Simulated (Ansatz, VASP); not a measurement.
**Two plane-wave programs on SnO**

The input INCAR:

```
SYSTEM = SnO
PREC = Accurate
ENCUT = 520
EDIFF = 1E-6
ISMEAR = 0
SIGMA = 0.05
LREAL = .FALSE.
LASPH = .TRUE.
NELM = 120
ALGO = Normal
ISIF = 2
LWAVE = .FALSE.
LCHARG = .FALSE.
LDIPOL = .TRUE.
IDIPOL = 3
DIPOL = 0.5 0.5 0.256
GGA = PE
IVDW = 12
NBANDS = 28
GGA_COMPAT = .FALSE.
NELMDL = -8
```

KPOINTS

```
Automatic mesh
0
G
  7 7 1
  0 0 0
```

File POSCAR:

```
SnO
1.0
    3.8205591864     -0.0000144263      0.0000000000
    0.0000145052      3.8205591864      0.0000000000
    0.0000000000      0.0000000000     22.2281054423
Sn O
2 2
Direct
    0.7499972411      0.2500027589      0.2024464033
    0.2499972411      0.7500027589      0.3088006191
    0.2499972411      0.2500027589      0.2556235112
    0.7499972411      0.7500027589      0.2556235112
```

Input for Ansatz:

```yaml
crystal:
  lattice:
    - [3.8205591864, -1.44263e-05, 0.0]
    - [1.45052e-05, 3.8205591864, 0.0]
    - [0.0, 0.0, 22.2281054423]
  atoms:
    - { symbol: Sn, position: [0.7499972411, 0.2500027589, 0.2024464033] }
    - { symbol: O, position: [0.2499972411, 0.2500027589, 0.2556235112] }
    - { symbol: O, position: [0.7499972411, 0.7500027589, 0.2556235112] }
    - { symbol: Sn, position: [0.2499972411, 0.7500027589, 0.3088006191] }
basis:
  ecutwfc: 420
kpoints:
  mp_grid: { grid: [7, 7, 1] }
hamiltonian:
  xc: pbe
  dispersion: d3bj
scf:
  occupations: { method: gaussian, width: 0.05 }
output:
  forces: true
  eigenvalues: true
efield:
  axis: 3
  dipole_correction: true
  ramp_width: 0.04
```

Alike in both runs: task single point; functional PBE; dispersion D3(BJ); k mesh 7 × 7 × 1; occupations gaussian, width 0.05 eV; no spin polarisation.

```csv
,VASP,Ansatz
version,VASP 6.6.1,Ansatz 0.2.0
potentials or method,"VASP PAW PBE potentials, release 64 (Sn_d, O), cutoff 520 eV","scalar-relativistic, plane waves, PAW"
valence electrons in the cell,40,40
```

```csv
,VASP,Ansatz,Ansatz less VASP
gap on the k mesh at the Fermi level (eV),3.06,3.07,+0.010
least direct gap on the mesh (eV),3.14,3.17,+0.032
rms of the force components (eV/Å),0.035,0.000,-0.0349
```

Ansatz's warnings: structure snapped to symmetry.
